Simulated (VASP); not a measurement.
# Ti (P6/mmm) in VASP: single point with r2SCAN

Aim: the single point of Ti with r2SCAN.

All numbers are computed with VASP 6.6.1; they aren't measurements. Logs are shortened: lines on timing, memory, paths and dates and some standing lists are left out, and cuts for length are marked.

**1. The cell of the first run**

The structure is hexagonal, space group P6/mmm (No. 191). The conventional cell has a = 4.567 Å, b = 4.567 Å, c = 2.826 Å, α = 90.00°, β = 90.00°, γ = 120.00°. Within 3.7 Å of Ti (site symmetry 6/mmm) lie 14 Ti at 2.83 to 2.99 Å. Ti (site symmetry -6m2) has 11 Ti at 2.64 to 2.99 Å within 3.5 Å.

**2. Single point, r2SCAN**

POSCAR

```
Ti
1.0
    4.5673748300      0.0000000000      0.0000000000
   -2.2836874200      3.9554626300      0.0000000000
    0.0000000000      0.0000000000      2.8262442700
Ti
3
Direct
    0.0000000000      0.0000000000      0.0000000000
    0.3333333300      0.6666666700      0.5000000000
    0.6666666700      0.3333333300      0.5000000000
```

INCAR.step1

```
SYSTEM = Ti
ALGO = Normal ; EDIFF = 1E-4
ENCUT = 520 ; GGA = PE
ISMEAR = 0 ; LASPH = .True.
LCHARG = .False. ; LREAL = .False.
LWAVE = .True. ; NBANDS = 25
NELM = 80 ; PREC = Accurate
SIGMA = 0.1
```

INCAR.step2

```
SYSTEM = Ti
ALGO = Normal ; EDIFF = 1E-6
ENCUT = 520 ; ISIF = 2
ISMEAR = 0 ; ISTART = 1
LASPH = .True. ; LCHARG = .False.
LMIXTAU = .True. ; LREAL = .False.
LWAVE = .False. ; METAGGA = R2SCAN
NBANDS = 25 ; NELM = 80
PREC = Accurate ; SIGMA = 0.1
```

KPOINTS

```
k-points
0
Gamma
  6 6 6
  0 0 0
```

Potentials or basis: VASP PAW PBE potentials, release 64 (Ti_sv).

Run with:

```bash
$ cat potpaw_PBE.64/Ti_sv/POTCAR > POTCAR
$ cp INCAR.step1 INCAR
$ mpirun -np 1 vasp_std > vasp.out
$ cp INCAR.step2 INCAR
$ mpirun -np 1 vasp_std > vasp.out
```

OUTCAR:

```text
SYSTEM = Ti
   EDIFF = 1E-6
   ENCUT = 520
   ISIF = 2
   ISMEAR = 0
   ISTART = 1
   LASPH = .True.
   LREAL = .False.
   METAGGA = R2SCAN
   NELM = 80
   PREC = Accurate

 ion  position               nearest neighbor table
   1  0.000  0.000  0.000-
   2  0.333  0.667  0.500-   3 2.64   3 2.64   3 2.64
   3  0.667  0.333  0.500-   2 2.64   2 2.64   2 2.64

  LATTYP: Found a hexagonal cell.
 ALAT       =     4.5673748300
 C/A-ratio  =     0.6187896495

  Lattice vectors:

 A1 = (   4.5673748300,   0.0000000000,   0.0000000000)
 A2 = (  -2.2836874200,   3.9554626300,   0.0000000000)
 A3 = (   0.0000000000,   0.0000000000,   2.8262442700)

Analysis of symmetry for initial positions (statically):
=====================================================================
 Subroutine PRICEL returns:
 Original cell was already a primitive cell.

 Routine SETGRP: Setting up the symmetry group for a
 hexagonal supercell.

 Subroutine GETGRP returns: Found 24 space group operations
 (whereof 24 operations were pure point group operations)
 out of a pool of 24 trial point group operations.

The static configuration has the point symmetry D_6h.

Analysis of symmetry for dynamics (positions and initial velocities):
=====================================================================
 Subroutine PRICEL returns:
 Original cell was already a primitive cell.

 Routine SETGRP: Setting up the symmetry group for a
 hexagonal supercell.

 Subroutine GETGRP returns: Found 24 space group operations
 (whereof 24 operations were pure point group operations)
 out of a pool of 24 trial point group operations.

The dynamic configuration has the point symmetry D_6h.

 Subroutine INISYM returns: Found 24 space group operations
 (whereof 24 operations are pure point group operations),
 and found     1 'primitive' translations

----------------------------------------------------------------------------------------

                                     Primitive cell

  volume of cell :      51.0592

  direct lattice vectors                    reciprocal lattice vectors
     4.567374830  0.000000000  0.000000000     0.218944150  0.126407464  0.000000000
    -2.283687420  3.955462630  0.000000000     0.000000000  0.252814928  0.000000000
     0.000000000  0.000000000  2.826244270     0.000000000  0.000000000  0.353826458

  length of vectors
     4.567374830  4.567374831  2.826244270     0.252814928  0.252814928  0.353826458

  position of ions in fractional coordinates (direct lattice)
     0.000000000  0.000000000  0.000000000
     0.333333330  0.666666670  0.500000000
     0.666666670  0.333333330  0.500000000

  ion indices of the primitive-cell ions
   primitive index   ion index
                 1           1
                 2           2
                 3           3

----------------------------------------------------------------------------------------

 KPOINTS: k-points

Automatic generation of k-mesh.
 Grid dimensions read from file:
 generate k-points for:    6    6    6

 Generating k-lattice:

  Cartesian coordinates                     Fractional coordinates (reciprocal lattice)
     0.036490692  0.021067911  0.000000000     0.166666667  0.000000000  0.000000000
     0.000000000  0.042135821  0.000000000     0.000000000  0.166666667  0.000000000
     0.000000000  0.000000000  0.058971076     0.000000000  0.000000000  0.166666667

  Length of vectors
     0.042135821  0.042135821  0.058971076

  Shift w.r.t. Gamma in fractional coordinates (k-lattice)
     0.000000000  0.000000000  0.000000000

 Subroutine IBZKPT returns following result:
 ===========================================

 Found     28 irreducible k-points:

 Following reciprocal coordinates:
            Coordinates               Weight
  0.000000  0.000000  0.000000      1.000000
  0.166667 -0.000000  0.000000      6.000000
  0.333333  0.000000  0.000000      6.000000
  0.500000  0.000000  0.000000      3.000000
  0.166667  0.166667  0.000000      6.000000
  0.333333  0.166667  0.000000     12.000000
[... 16 lines left out ...]
  0.166667 -0.000000  0.500000      6.000000
  0.333333  0.000000  0.500000      6.000000
 [... further k-points ...]
   k-points           NKPTS =     28   k-points in BZ     NKDIM =     28   number of bands    NBANDS=     25
   number of dos      NEDOS =    301   number of ions     NIONS =      3
   total plane-waves  NPLWV =  31104
   dimension x,y,z NGX =    36 NGY =   36 NGZ =   24
   dimension x,y,z NGXF=    72 NGYF=   72 NGZF=   48
   ions per type =               3
   NGX,Y,Z   is equivalent  to a cutoff of  13.10, 13.10, 14.12 a.u.
   NGXF,Y,Z  is equivalent  to a cutoff of  26.21, 26.21, 28.23 a.u.
 SYSTEM =  Ti
   PREC   = accura    normal or accurate (medium, high low for compatibility)
   ISTART =      1    job   : 0-new  1-cont  2-samecut
   ICHARG =      0    charge: 1-file 2-atom 10-const
   ISPIN  =      1    spin polarized calculation?
   LNONCOLLINEAR =      F non collinear calculations
   LSORBIT =      F    spin-orbit coupling
   LASPH  =      T    aspherical Exc in radial PAW
   ENCUT  =  520.0 eV  38.22 Ry    6.18 a.u.   8.49  8.49  5.25*2*pi/ulx,y,z
   NELM   =     80;   NELMIN=  2; NELMDL=  0     # of ELM steps
   EDIFF  = 0.1E-05   stopping-criterion for ELM
   LREAL  =      F    real-space projection
   EDIFFG = 0.1E-04   stopping-criterion for IOM
   NSW    =      0    number of steps for IOM
   IBRION =     -1    ionic relax: 0-MD 1-quasi-New 2-CG
   NFREE  =      0    steps in history (QN), initial steepest desc. (CG)
   ISIF   =      2    stress and relaxation
   ISYM   =      2    0-nonsym 1-usesym 2-fastsym
   POTIM  = 0.5000    time-step for ionic-motion
   TEBEG  =    0.0;   TEEND  =   0.0 temperature during run
   PSTRESS=    0.0 pullay stress
   NELECT =      36.0000    total number of electrons
   NUPDOWN=      -1.0000    fix difference up-down
   EMIN   =  10.00;   EMAX   =-10.00  energy-range for DOS
   EFERMI =   0.00;   METHOD = LEGACY
   ISMEAR =     0;   SIGMA  =   0.10  broadening in eV -4-tet -1-fermi 0-gaus
   EFERMI_NEDOS =   21; number of points for ismear=-14 and -15
   IALGO  =     38    algorithm
   IMIX   =      4    mixing-type and parameters
     AMIX     =   0.40;   BMIX     =  1.00
     AMIX_MAG =   1.60;   BMIX_MAG =  1.00
  volume/ion in A,a.u.               =      17.02       114.85
  Fermi-wavevector in a.u.,A,eV,Ry     =   1.457084  2.753489 28.886426  2.123092
  Thomas-Fermi vector in A             =   2.573926
   LORBIT       =      0    0 simple, 1 ext, 2 COOP (PROOUT), +10 PAW based schemes
   METAGGA = R2SCAN    functional components
   LHFCALC =     F    Hartree Fock is set to
   AEXX    =    0.0000 exact exchange contribution
   IVDW    =     0    specifies the selected vdW correction
   LEPSILON=     F    determine dielectric tensor
   LRPA    =     F    only Hartree local field effects (RPA)
 non-spin polarized calculation
 Gauss-broadening in eV      SIGMA  =   0.10
  energy-cutoff  :      520.00
  volume of cell :       51.06
 maximum number of plane-waves:      1402
 NGX is ok and might be reduce to    36
   NGX = 17   NGY = 17   NGZ = 11

 number of electron      35.9999989 magnetization

 Free energy of the ion-electron system (eV)
  ---------------------------------------------------
  ext. energy  EPLUGINS =         0.00000000
  ---------------------------------------------------
  free energy    TOTEN  =       -38.91322406 eV

  energy without entropy =      -38.90033667  energy(sigma->0) =      -38.90678037

 E-fermi :   8.5007     XC(G=0): -12.5042

 val. band max:        8.4876406954   @ k =   0.3333   0.1667   0.0000
 cond. band min:       8.5290271618   @ k =   0.0000   0.0000   0.0000
 fundamental gap:      0.0413864664
 Fermi energy:         8.5006939514

 k-point     1 :       0.0000    0.0000    0.0000
  band No.  band energies     occupation
      1     -50.7562      2.00000
      2     -50.5090      2.00000
      3     -50.3412      2.00000
      4     -26.0230      2.00000
      5     -26.0230      2.00000
      6     -25.9530      2.00000
[... 17 lines left out ...]
     24      10.4541      0.00000
     25      10.5805      0.00000

 k-point     2 :       0.1667   -0.0000    0.0000
  band No.  band energies     occupation
      1     -50.7518      2.00000
      2     -50.5026      2.00000
      3     -50.3524      2.00000
      4     -26.1076      2.00000
      5     -26.0778      2.00000
      6     -25.8659      2.00000
[... 17 lines left out ...]
     24      10.1808      0.00000
     25      11.0449      0.00000

 k-point     3 :       0.3333    0.0000    0.0000
  band No.  band energies     occupation
      1     -50.7434      2.00000
      2     -50.4834      2.00000
      3     -50.3807      2.00000
      4     -26.1880      2.00000
      5     -26.0571      2.00000
      6     -25.7800      2.00000
[... 17 lines left out ...]
     24      10.7689      0.00000
     25      11.3420      0.00000

 k-point     4 :       0.5000    0.0000    0.0000
  band No.  band energies     occupation
      1     -50.7394      2.00000
      2     -50.4661      2.00000
      3     -50.4024      2.00000
      4     -26.2176      2.00000
      5     -25.9912      2.00000
      6     -25.8264      2.00000
[... 17 lines left out ...]
     24      10.7004      0.00000
     25      11.3719      0.00000

 k-point     5 :       0.1667    0.1667    0.0000
  band No.  band energies     occupation
      1     -50.7455      2.00000
      2     -50.4892      2.00000
      3     -50.3726      2.00000
      4     -26.1294      2.00000
      5     -26.1166      2.00000
      6     -25.8280      2.00000
[... 17 lines left out ...]
     24      10.5732      0.00000
     25      11.4220      0.00000

 k-point     6 :       0.3333    0.1667    0.0000
  band No.  band energies     occupation
      1     -50.7396      2.00000
      2     -50.4648      2.00000
      3     -50.4035      2.00000
      4     -26.1652      2.00000
      5     -26.0469      2.00000
      6     -25.8870      2.00000
[... 17 lines left out ...]
     24      10.8054      0.00000
     25      11.1533      0.00000
[... 393 lines left out ...]
 k-point    21 :       0.3333    0.3333    0.3333
  band No.  band energies     occupation
      1     -50.6954      2.00000
      2     -50.3916      2.00000
      3     -50.3916      2.00000
      4     -26.1369      2.00000
      5     -26.0072      2.00000
      6     -26.0071      2.00000
[... 17 lines left out ...]
     24      11.0983      0.00000
     25      11.8945      0.00000

 k-point    22 :       0.0000    0.0000    0.5000
  band No.  band energies     occupation
      1     -50.6813      2.00000
      2     -50.4670      2.00000
      3     -50.2860      2.00000
      4     -26.0647      2.00000
      5     -25.9766      2.00000
      6     -25.9072      2.00000
[... 17 lines left out ...]
     24      11.6902      0.00000
     25      12.1786      0.00000

 k-point    23 :       0.1667   -0.0000    0.5000
  band No.  band energies     occupation
      1     -50.6812      2.00000
      2     -50.4564      2.00000
      3     -50.2968      2.00000
      4     -26.0815      2.00000
      5     -26.0307      2.00000
      6     -25.9075      2.00000
[... 17 lines left out ...]
     24      11.6869      0.00000
     25      11.7516      0.00000

 k-point    24 :       0.3333    0.0000    0.5000
  band No.  band energies     occupation
      1     -50.6811      2.00000
      2     -50.4291      2.00000
      3     -50.3246      2.00000
      4     -26.1277      2.00000
      5     -26.0779      2.00000
      6     -25.9261      2.00000
[... 17 lines left out ...]
     24      11.7216      0.00000
     25      11.7946      0.00000

 [... further k-points ...]
[... 5 lines left out ...]
  --------------------------------------------------------------------------------------
  -------------------------------------------------------------------------------------
  Total        0.1486086      0.1486086      0.0733295     -0.0000000      0.0000000      0.0000000
  in kB        4.6631661      4.6631661      2.3009938     -0.0000000      0.0000000      0.0000000
  external PRESSURE =       3.8757753 kB  Pullay stress =       0.0000000 kB

 VOLUME and BASIS-vectors are now :
 -----------------------------------------------------------------------------
  energy-cutoff  :      520.00
  volume of cell :       51.06
      direct lattice vectors                 reciprocal lattice vectors
     4.567374830  0.000000000  0.000000000     0.218944150  0.126407464  0.000000000
    -2.283687420  3.955462630  0.000000000     0.000000000  0.252814928  0.000000000
     0.000000000  0.000000000  2.826244270     0.000000000  0.000000000  0.353826458

 POSITION                                       TOTAL-FORCE (eV/Angst)
 -----------------------------------------------------------------------------------
      0.00000      0.00000      0.00000         0.000000      0.000000      0.000000
     -0.00000      2.63698      1.41312        -0.000000      0.000000      0.000000
      2.28369      1.31849      1.41312         0.000000     -0.000000      0.000000
 -----------------------------------------------------------------------------------
    total drift:                               -0.000000      0.000000      0.000000

  FREE ENERGIE OF THE ION-ELECTRON SYSTEM (eV)
  ---------------------------------------------------
  free  energy   TOTEN  =       -38.9132240604 eV

  energy  without entropy=      -38.9003366744  energy(sigma->0) =      -38.90678037
```

It took 66 s on 1 thread of Intel Xeon 6975P-C (Granite Rapids), shared host; peak memory 0.18 GiB.

Results:

| Quantity | Value |
| --- | --- |
| Free energy | -38.9132 eV |
| Pressure | 0.4 GPa |
| Band gap on the k mesh | zero (band 18 reaches 8.67 eV, above the bottom of band 19 at 8.43 eV) |

Stress tensor (GPa, compression positive):
```
0.47 0.00 0.00
0.00 0.47 0.00
0.00 0.00 0.23
```

Caveat: the k points lie up to 0.37 Å⁻¹ apart; the PAW data sets were made with another functional, which shifts forces and pressure a little.
